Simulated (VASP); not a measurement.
# HW8C8Cl in VASP: further runs

Runs on HW8C8Cl. Level: PBE+D3(BJ). Tasks: single point.

Program: VASP 6.6.1. These are calculated values, not measurements. Logs are shortened: lines on timing, memory, paths and dates and some standing lists are left out, and cuts for length are marked.

### 1 The cell of the first run

The cell holds a slab with vacuum, 18 atoms: a = 5.800 Å, b = 5.675 Å, c = 16.186 Å, α = 90.00°, β = 90.00°, γ = 90.00°.

### 2 Single point, PBE+D3(BJ)

File INCAR:

```
SYSTEM = HW8C8Cl
ALGO = Normal
EDIFF = 1E-7
ENCUT = 520
GGA = PE
ISIF = 2
ISMEAR = -1
IVDW = 12
LASPH = .True.
LCHARG = .True.
LELF = .True.
LREAL = Auto
LVHAR = .True.
LWAVE = .False.
NBANDS = 91
NELM = 100
PREC = Accurate
SIGMA = 0.1
```

File KPOINTS:

```
k-points
0
Gamma
  3 3 1
  0 0 0
```

File POSCAR:

```
HW8C8Cl
1.0
    5.7996800000      0.0000000000      0.0000000000
    0.0000000000      5.6750600000      0.0000000000
    0.0000000000      0.0000000000     16.1855590000
W C Cl H
8 8 1 1
Direct
    0.0000000000      0.0000000000      0.0617834701
    0.2468412050     -0.0056034650      0.2159455846
    0.0000000000      0.4999947137      0.0617834701
    0.2434617082      0.4880300825      0.2160753299
    0.4999931031      0.0000000000      0.0617834701
    0.7445755628     -0.0074536657      0.2127513792
    0.4999931031      0.4999947137      0.0617834701
    0.7480240289      0.4946203212      0.2130108698
    0.0062072390      0.2342530299      0.1649186167
    0.4429727157      0.2153986037      0.3023374108
    0.0038105551      0.7457718509      0.1551197583
    0.0243461708      0.6220727182      0.3020223151
    0.5205976881      0.2529136256      0.1548479110
    0.6817617524      0.2387111326      0.3080647384
    0.4866130545      0.7483092690      0.1618912266
    0.8312700011      0.7436220939      0.3128097090
    0.2564624255      0.0664662576      0.3733698663
   -0.2189431141      0.2374600445      0.3657210727
```

Potentials or basis: VASP PAW PBE potentials, release 64 (W_sv, C, Cl, H).

Command:

```bash
$ cat potpaw_PBE.64/W_sv/POTCAR potpaw_PBE.64/C/POTCAR potpaw_PBE.64/Cl/POTCAR potpaw_PBE.64/H/POTCAR > POTCAR
$ mpirun -np 1 vasp_std > vasp.out
```

OUTCAR:

```text
SYSTEM = HW8C8Cl
   EDIFF = 1E-7
   ENCUT = 520
   GGA = PE
   ISIF = 2
   ISMEAR = -1
   IVDW = 12
   LASPH = .True.
   LREAL = Auto
   NELM = 100
   PREC = Accurate
 IVDW          = 12

 ion  position               nearest neighbor table
   1  0.000  0.000  0.062-  11 2.09   9 2.13   3 2.84   3 2.84   6 2.86   2 2.88   5 2.90   5 2.90

   2  0.247  0.994  0.216-   9 2.12  15 2.16  10 2.20  11 2.22  13 2.38  17 2.58   4 2.80   4 2.87
                             1 2.88   6 2.89   5 2.90   6 2.91
   3  0.000  0.500  0.062-  11 2.06   9 2.25   1 2.84   1 2.84   8 2.85   4 2.87   7 2.90   7 2.90

   4  0.243  0.488  0.216-  12 2.03   9 2.16  15 2.22  11 2.25  13 2.31  10 2.38   2 2.80   3 2.87
                             2 2.87   8 2.87   7 2.91   8 2.93
   5  0.500  0.000  0.062-  13 2.08  15 2.16   6 2.83   7 2.84   7 2.84   2 2.90   1 2.90   1 2.90

   6  0.745  0.993  0.213-  14 2.11  13 2.18   9 2.19  15 2.20  16 2.21  11 2.26  10 2.60   5 2.83
                             8 2.83   8 2.85   1 2.86   2 2.89   2 2.91
   7  0.500  0.500  0.062-  13 2.06  15 2.15   5 2.84   5 2.84   8 2.84   3 2.90   3 2.90   4 2.91

   8  0.748  0.495  0.213-  13 2.12  14 2.15  16 2.20   9 2.24  15 2.25  11 2.26  12 2.27  10 2.78
                             6 2.83   7 2.84   6 2.85   3 2.85   4 2.87   4 2.93
   9  0.006  0.234  0.165-   2 2.12   1 2.13   4 2.16   6 2.19   8 2.24   3 2.25
  10  0.443  0.215  0.302-  14 1.39  17 1.79   2 2.20   4 2.38   6 2.60   8 2.78
  11  0.004  0.746  0.155-   3 2.06   1 2.09   2 2.22   4 2.25   6 2.26   8 2.26
  12  0.024  0.622  0.302-  16 1.33   4 2.03   8 2.27
  13  0.521  0.253  0.155-   7 2.06   5 2.08   8 2.12   6 2.18   4 2.31   2 2.38
  14  0.682  0.239  0.308-  18 1.10  10 1.39   6 2.11   8 2.15
  15  0.487  0.748  0.162-   7 2.15   2 2.16   5 2.16   6 2.20   4 2.22   8 2.25
  16  0.831  0.744  0.313-  12 1.33   8 2.20   6 2.21
  17  0.256  0.066  0.373-  10 1.79   2 2.58
  18  0.781  0.237  0.366-  14 1.10

  LATTYP: Found a simple orthorhombic cell.
 ALAT       =     5.6750600000
 B/A-ratio  =     1.0219592392
 C/A-ratio  =     2.8520507272

  Lattice vectors:

 A1 = (   0.0000000000,  -5.6750600000,   0.0000000000)
 A2 = (   5.7996800000,   0.0000000000,   0.0000000000)
 A3 = (   0.0000000000,   0.0000000000,  16.1855590000)

Analysis of symmetry for initial positions (statically):
=====================================================================
 Subroutine PRICEL returns:
 Original cell was already a primitive cell.

 Routine SETGRP: Setting up the symmetry group for a
 simple orthorhombic supercell.

 Subroutine GETGRP returns: Found  1 space group operations
 (whereof  1 operations were pure point group operations)
 out of a pool of  8 trial point group operations.

The static configuration has the point symmetry C_1 .

Analysis of symmetry for dynamics (positions and initial velocities):
=====================================================================
 Subroutine PRICEL returns:
 Original cell was already a primitive cell.

 Routine SETGRP: Setting up the symmetry group for a
 simple orthorhombic supercell.

 Subroutine GETGRP returns: Found  1 space group operations
 (whereof  1 operations were pure point group operations)
 out of a pool of  8 trial point group operations.

The dynamic configuration has the point symmetry C_1 .

 Subroutine INISYM returns: Found  1 space group operations
 (whereof  1 operations are pure point group operations),
 and found     1 'primitive' translations

----------------------------------------------------------------------------------------

                                     Primitive cell

  volume of cell :     532.7239

  direct lattice vectors                    reciprocal lattice vectors
     5.799680000  0.000000000  0.000000000     0.172423306  0.000000000  0.000000000
     0.000000000  5.675060000  0.000000000     0.000000000  0.176209591  0.000000000
     0.000000000  0.000000000 16.185559000     0.000000000  0.000000000  0.061783470

  length of vectors
     5.799680000  5.675060000 16.185559000     0.172423306  0.176209591  0.061783470

  position of ions in fractional coordinates (direct lattice)
     0.000000000  0.000000000  0.061783470
     0.246841205  0.994396535  0.215945585
     0.000000000  0.499994714  0.061783470
     0.243461708  0.488030083  0.216075330
     0.499993103  0.000000000  0.061783470
     0.744575563  0.992546334  0.212751379
[... 10 lines left out ...]
     0.256462425  0.066466258  0.373369866
     0.781056886  0.237460044  0.365721073

  ion indices of the primitive-cell ions
   primitive index   ion index
                 1           1
                 2           2
                 3           3
                 4           4
                 5           5
                 6           6
[... 10 lines left out ...]
                17          17
                18          18

----------------------------------------------------------------------------------------

 KPOINTS: k-points

Automatic generation of k-mesh.
 Grid dimensions read from file:
 generate k-points for:    3    3    1

 Generating k-lattice:

  Cartesian coordinates                     Fractional coordinates (reciprocal lattice)
     0.057474435  0.000000000  0.000000000     0.333333333  0.000000000  0.000000000
     0.000000000  0.058736530  0.000000000     0.000000000  0.333333333  0.000000000
     0.000000000  0.000000000  0.061783470     0.000000000  0.000000000  1.000000000

  Length of vectors
     0.057474435  0.058736530  0.061783470

  Shift w.r.t. Gamma in fractional coordinates (k-lattice)
     0.000000000  0.000000000  0.000000000

 Subroutine IBZKPT returns following result:
 ===========================================

 Found      5 irreducible k-points:

 Following reciprocal coordinates:
            Coordinates               Weight
  0.000000  0.000000  0.000000      1.000000
  0.333333  0.000000  0.000000      2.000000
  0.000000  0.333333  0.000000      2.000000
  0.333333  0.333333  0.000000      2.000000
 -0.333333  0.333333  0.000000      2.000000
   k-points           NKPTS =      5   k-points in BZ     NKDIM =      5   number of bands    NBANDS=     91
   number of dos      NEDOS =    301   number of ions     NIONS =     18
   total plane-waves  NPLWV = 241920
   dimension x,y,z NGX =    48 NGY =   42 NGZ =  120
   dimension x,y,z NGXF=    96 NGYF=   84 NGZF=  240
   ions per type =               8   8   1   1
   NGX,Y,Z   is equivalent  to a cutoff of  13.76, 12.30, 12.33 a.u.
   NGXF,Y,Z  is equivalent  to a cutoff of  27.52, 24.61, 24.65 a.u.
 SYSTEM =  HW8C8Cl
   PREC   = accura    normal or accurate (medium, high low for compatibility)
   ISTART =      0    job   : 0-new  1-cont  2-samecut
   ICHARG =      2    charge: 1-file 2-atom 10-const
   ISPIN  =      1    spin polarized calculation?
   LNONCOLLINEAR =      F non collinear calculations
   LSORBIT =      F    spin-orbit coupling
   LASPH  =      T    aspherical Exc in radial PAW
   ENCUT  =  520.0 eV  38.22 Ry    6.18 a.u.  10.78 10.55 30.09*2*pi/ulx,y,z
   NELM   =    100;   NELMIN=  2; NELMDL= -5     # of ELM steps
   EDIFF  = 0.1E-06   stopping-criterion for ELM
   LREAL  =      T    real-space projection
   EDIFFG = 0.1E-05   stopping-criterion for IOM
   NSW    =      0    number of steps for IOM
   IBRION =     -1    ionic relax: 0-MD 1-quasi-New 2-CG
   NFREE  =      0    steps in history (QN), initial steepest desc. (CG)
   ISIF   =      2    stress and relaxation
   ISYM   =      2    0-nonsym 1-usesym 2-fastsym
   POTIM  = 0.5000    time-step for ionic-motion
   TEBEG  =    0.0;   TEEND  =   0.0 temperature during run
   PSTRESS=    0.0 pullay stress
   NELECT =     152.0000    total number of electrons
   NUPDOWN=      -1.0000    fix difference up-down
   EMIN   =  10.00;   EMAX   =-10.00  energy-range for DOS
   EFERMI =   0.00;   METHOD = LEGACY
   ISMEAR =    -1;   SIGMA  =   0.10  broadening in eV -4-tet -1-fermi 0-gaus
   EFERMI_NEDOS =   21; number of points for ismear=-14 and -15
   IALGO  =     38    algorithm
   IMIX   =      4    mixing-type and parameters
     AMIX     =   0.40;   BMIX     =  1.00
     AMIX_MAG =   1.60;   BMIX_MAG =  1.00
  volume/ion in A,a.u.               =      29.60       199.72
  Fermi-wavevector in a.u.,A,eV,Ry     =   1.077760  2.036671 15.804066  1.161566
  Thomas-Fermi vector in A             =   2.213680
   LORBIT       =      0    0 simple, 1 ext, 2 COOP (PROOUT), +10 PAW based schemes
   GGA     = PE    functional components
   LHFCALC =     F    Hartree Fock is set to
   AEXX    =    0.0000 exact exchange contribution
   IVDW    =    12    specifies the selected vdW correction
   LEPSILON=     F    determine dielectric tensor
   LRPA    =     F    only Hartree local field effects (RPA)
 non-spin polarized calculation
  energy-cutoff  :      520.00
  volume of cell :      532.72
 maximum number of plane-waves:     14358
 NGX is ok and might be reduce to    48
   NGX = 21   NGY = 21   NGZ = 61

 number of electron     151.9999999 magnetization

 Free energy of the ion-electron system (eV)
  ---------------------------------------------------
  ext. energy  EPLUGINS =         0.00000000
  ---------------------------------------------------
  free energy    TOTEN  =      -166.64945152 eV

  energy without entropy =     -166.32547286  energy(sigma->0) =     -166.48746219

 E-fermi :   0.7913     XC(G=0):  -6.0834

 val. band max:        0.7785059053   @ k =  -0.3333   0.3333   0.0000
 cond. band min:       0.8217153095   @ k =   0.3333   0.3333   0.0000
 fundamental gap:      0.0432094042
 Fermi energy:         0.7913133677

 k-point     1 :       0.0000    0.0000    0.0000
  band No.  band energies     occupation
      1     -73.6973      2.00000
      2     -73.6316      2.00000
      3     -73.6140      2.00000
      4     -73.5708      2.00000
      5     -73.5619      2.00000
      6     -73.5235      2.00000
[... 444 lines left out ...]
     87       2.3958      0.00000
     88       2.5757      0.00000
 [bands above 88 left out]

------------------------ aborting loop because EDIFF is reached ----------------------------------------

 Edisp (eV)   -4.55895

 E8    (eV) :    -2.1247

  FORCE on cell =-STRESS in cart. coord.  units (eV):
  Direction    XX          YY          ZZ          XY          YZ          ZX
  --------------------------------------------------------------------------------------
  -------------------------------------------------------------------------------------
  Total     -20.62217    -7.84790     4.03302     3.49506     2.67203     0.84524
  in kB     -62.02156   -23.60271    12.12939    10.51146     8.03619     2.54206
  external pressure =      -24.50 kB  Pullay stress =        0.00 kB

 VOLUME and BASIS-vectors are now :
 -----------------------------------------------------------------------------
  energy-cutoff  :      520.00
  volume of cell :      532.72
      direct lattice vectors                 reciprocal lattice vectors
     5.799680000  0.000000000  0.000000000     0.172423306  0.000000000  0.000000000
     0.000000000  5.675060000  0.000000000     0.000000000  0.176209591  0.000000000
     0.000000000  0.000000000 16.185559000     0.000000000  0.000000000  0.061783470

 POSITION                                       TOTAL-FORCE (eV/Angst)
 -----------------------------------------------------------------------------------
      0.00000      0.00000      1.00000         0.310276     -0.002030     -0.034044
      1.43160      5.64326      3.49520         0.332703      0.194878     -0.905084
      0.00000      2.83750      1.00000         0.153059     -0.518126      0.231296
      1.41200      2.76960      3.49730         1.118960     -0.134375     -0.760302
      2.89980      0.00000      1.00000        -0.324394     -0.250024      0.076080
      4.31830      5.63276      3.44350         0.622240     -0.936073      0.377237
[... 10 lines left out ...]
      1.48740      0.37720      6.04320        -0.009719     -0.268098      1.186599
      4.52988      1.34760      5.91940        -0.320624     -0.017617     -0.090615
 -----------------------------------------------------------------------------------
    total drift:                                0.024056      0.009740      0.018016

  FREE ENERGIE OF THE ION-ELECTRON SYSTEM (eV)
  ---------------------------------------------------
  free  energy   TOTEN  =      -171.2083978588 eV

  energy  without entropy=     -170.8844191947  energy(sigma->0) =     -171.04640853
```

It took 6.7 min on 1 thread of Intel Xeon 6975P-C (Granite Rapids), shared host; peak memory 0.61 GiB.

Results:

```yaml
Free_energy: -171.2084 eV
Largest_force: 1.795 eV/Å
Band_gap_on_the_k_mesh: zero (bands 76 and 77 overlap by 0.28 eV)
Dispersion_energy_per_atom: -0.253 eV
```

Forces in eV/Å, atoms in the order of the input:
```
W    0.310 -0.002 -0.034
W    0.333  0.195 -0.905
W    0.153 -0.518  0.231
W    1.119 -0.134 -0.760
W   -0.324 -0.250  0.076
W    0.622 -0.936  0.377
W   -0.072  0.229 -0.370
W    0.157  0.403 -0.481
C   -0.109  0.683 -0.269
C   -1.205  0.000 -0.945
C   -0.719  0.321  0.117
C   -0.896  0.748  1.009
C   -1.211 -0.596 -0.183
C    1.024  0.565  1.362
C    0.216 -0.439  0.265
C    0.933  0.018 -0.587
Cl  -0.010 -0.268  1.187
H   -0.321 -0.018 -0.091
```

Caveat: the k points lie up to 0.37 Å⁻¹ apart; spin-orbit coupling is left out, which moves the levels of the heavy elements.

[end of part 1 of 3]
